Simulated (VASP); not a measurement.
Wanted: the native input for a VASP 6.6.1 run.

```yaml
Task: single point
Functional: r2SCAN
Potentials_or_basis: VASP PAW PBE potentials, release 64 (Al, Cu)
Cutoff: 660 eV
k_mesh: 6 × 6 × 6
Occupations: fermi-dirac, width 0.01 eV
Spin: no spin polarisation
Dipole_correction: no
Further_INCAR_settings: ALGO = Normal; EDIFF = 1e-06; NBANDS = 14
```

AlCu:

```xyz
2
Lattice="2.9975 0.0000 0.0000 0.0000 2.9975 0.0000 0.0000 0.0000 2.9975" Properties=species:S:1:pos:R:3 pbc="T T T"
Al    0.0000    0.0000    0.0000
Cu    1.4988    1.4988    1.4988
```

These files were run (other wordings do the same):

POSCAR

```
AlCu
1.0
    2.9975090000      0.0000000000      0.0000000000
    0.0000000000      2.9975090000      0.0000000000
    0.0000000000      0.0000000000      2.9975090000
Al Cu
1 1
Direct
    0.0000000000      0.0000000000      0.0000000000
    0.5000000000      0.5000000000      0.5000000000
```

INCAR.step1

```
SYSTEM = AlCu
  ALGO = Normal
  EDIFF = 1E-5
  ENCUT = 660
  GGA = PE
  GGA_COMPAT = .False.
  ISMEAR = -1
  LASPH = .True.
  LCHARG = .False.
  LREAL = .False.
  LWAVE = .True.
  NBANDS = 14
  NELM = 120
  PREC = Accurate
  SIGMA = 0.01
```

INCAR.step2

```
SYSTEM = AlCu
  ALGO = Normal
  EDIFF = 1E-6
  ENCUT = 660
  GGA_COMPAT = .False.
  ISIF = 2
  ISMEAR = -1
  ISTART = 1
  LASPH = .True.
  LCHARG = .True.
  LELF = .True.
  LMIXTAU = .True.
  LREAL = .False.
  LVHAR = .True.
  LWAVE = .False.
  METAGGA = R2SCAN
  NBANDS = 14
  NELM = 120
  PREC = Accurate
  SIGMA = 0.01
```

KPOINTS

```
k-points
0
Gamma
  6 6 6
  0 0 0
```

Potentials or basis: VASP PAW PBE potentials, release 64 (Al, Cu).

Run with:

```sh
$ cat potpaw_PBE.64/Al/POTCAR potpaw_PBE.64/Cu/POTCAR > POTCAR
$ cp INCAR.step1 INCAR
$ mpirun -np 1 vasp_std > vasp.out
$ cp INCAR.step2 INCAR
$ mpirun -np 1 vasp_std > vasp.out
```

Results of the run:

| Property | Result |
| --- | --- |
| Pressure | -4.8 GPa |
| Band gap on the k mesh | zero (band 7 reaches 13.12 eV, above the bottom of band 8 at 8.19 eV) |

Caveat: the PAW data sets were made with another functional, which shifts forces and pressure a little.

It took 31 s on 1 thread of Intel Xeon 6975P-C, on a shared host, peak memory 0.17 GiB.
